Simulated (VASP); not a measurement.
Wanted: the native input for a VASP 6.6.1 run.

* Task: single point
* Functional: PBE
* Potentials or basis: VASP PAW PBE potentials, release 64 (C, B, H)
* Cutoff: 520 eV
* k mesh: 2 × 2 × 1
* Occupations: fermi-dirac, width 0.05 eV
* Spin: no spin polarisation
* Dipole correction: no
* Further INCAR settings: LREAL = Auto; ALGO = Normal; EDIFF = 1e-06; NBANDS = 56

The structure of BH3C18 lies in POSCAR:

```
BH3C18
1.0
    7.3980000000      0.0000000000      0.0000000000
   -3.6990000000      6.4068560000      0.0000000000
    0.0000000000      0.0000000000     12.0000000000
C B H
18 1 3
Direct
   -0.0055812734     -0.0173916490      0.0712128205
    0.2176918400      0.0942099812      0.0680723798
   -0.0055728803      0.3167042238      0.0667172303
    0.2171329340      0.4280414940      0.0665565636
   -0.0049004977      0.6497430693      0.0665721685
    0.2164813249      0.7604972434      0.0663461494
    0.3279331074     -0.0166381400      0.0665102332
    0.5505289770      0.0948284603      0.0660545879
    0.3285749026      0.3166320331      0.0667045497
    0.5498728542      0.4270868403      0.0661940826
    0.3277523470      0.6492739815      0.0661418316
    0.5503989718      0.7605706021      0.0663419896
    0.6617383039     -0.0167062993      0.0665177897
    0.8828214709      0.0941364699      0.0681000394
    0.6610662167      0.3159102994      0.0662856507
    0.8835798655      0.4271585083      0.0662110758
    0.6610174609      0.6498137453      0.0665658850
    0.8834867357      0.7607493625      0.0681802764
    0.9899777394      0.9745720707      0.2886772818
    0.8030515756      0.8805999885      0.2928809761
    1.0837997577      0.8814711105      0.2930529743
    1.0829179663      1.1613418041      0.2947278642
```

These files were run (other wordings do the same):

INCAR

```
PREC = Accurate
ENCUT = 520
EDIFF = 1E-6
ISMEAR = -1
SIGMA = 0.05
LREAL = Auto
LASPH = T
NELM = 60
ALGO = Normal
ISIF = 2
LWAVE = F
LCHARG = F
GGA = PE
NBANDS = 56
```

KPOINTS

```
regular mesh
0
Gamma
  2 2 1
```

Potentials or basis: VASP PAW PBE potentials, release 64 (C, B, H).

Command:

```sh
$ cat potpaw_PBE.64/C/POTCAR potpaw_PBE.64/B/POTCAR potpaw_PBE.64/H/POTCAR > POTCAR
$ mpirun -np 1 vasp_std > vasp.out
```

Results of the run:

```json
{
 "Largest force": "0.024 eV/Å",
 "Band gap on the k mesh": "0.04 eV"
}
```

Caveat: the k points lie up to 0.49 Å⁻¹ apart.

Run time: 7.2 min on 1 thread of Intel Xeon 8259CL (shared host), peak memory 0.6 GiB.
